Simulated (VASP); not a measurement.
**PbO: electric field gradients with LDA**

PbO:

```
Pb O
1.0
     3.92069    0.00000    0.00000
     0.00000    3.92069    0.00000
     0.00000    0.00000    4.95413
Pb O
2 2
Direct
  0.00000 0.50000 0.23510
  0.50000 0.00000 0.76490
  0.00000 0.00000 0.00000
  0.50000 0.50000 0.00000
```

```
Program                : VASP 6.6.1
Task                   : electric field gradients
Functional             : LDA
Potentials or basis    : VASP PAW LDA potentials, release 64 (Pb_d, O)
Cutoff                 : 520 eV
k mesh                 : 7 × 7 × 6
Occupations            : fermi-dirac, width 0.03 eV
Spin                   : no spin polarisation
Dipole correction      : no
Further INCAR settings : ALGO = Normal; EDIFF = 1e-08; NBANDS = 28
```

The pressure is 2.1 GPa. The largest force is 0.495 eV/Å and the band gap on the k mesh is 1.38 eV (least direct gap 2.27 eV). The largest electric field gradient by atom is Pb -239.4; O -3.2 V/Å².

Forces on the atoms (eV/Å):
```
Pb   0.000  0.000  0.495
Pb   0.000  0.000 -0.495
O    0.000  0.000  0.000
O    0.000  0.000  0.000
```

Stress tensor (GPa, compression positive):
```
2.19 0.00 0.00
0.00 2.19 0.00
0.00 0.00 1.97
```

Levels at points of the mesh, in eV from the valence-band top:
```
           k point  band 18  band 19  band 20  band 21  band 22  band 23
(0.00, 0.00, 0.00)    -1.95    -1.94    -0.02     2.38     5.30     5.72
(0.00, 0.00, 0.50)    -1.98    -1.98    -1.10     1.78     3.95     3.95
```

Electric field gradients, principal values (V/Å²):
```
atom    least   middle  greatest (by size)
1 Pb  119.711  119.711            -239.423
2 Pb  119.711  119.711            -239.423
 3 O    1.605    1.605              -3.209
 4 O    1.605    1.605              -3.209
```

Run time: 2.6 min on 1 thread of Intel Xeon 8259CL (shared host), peak memory 0.2 GiB.

Caveat: without QUAD_EFG the Cq values of the log hold for a quadrupole moment of 1 mb, not for the nuclei; spin-orbit coupling is left out, which moves the levels of the heavy elements; an odd mesh through Γ misses points on the zone boundary, where band edges can lie.
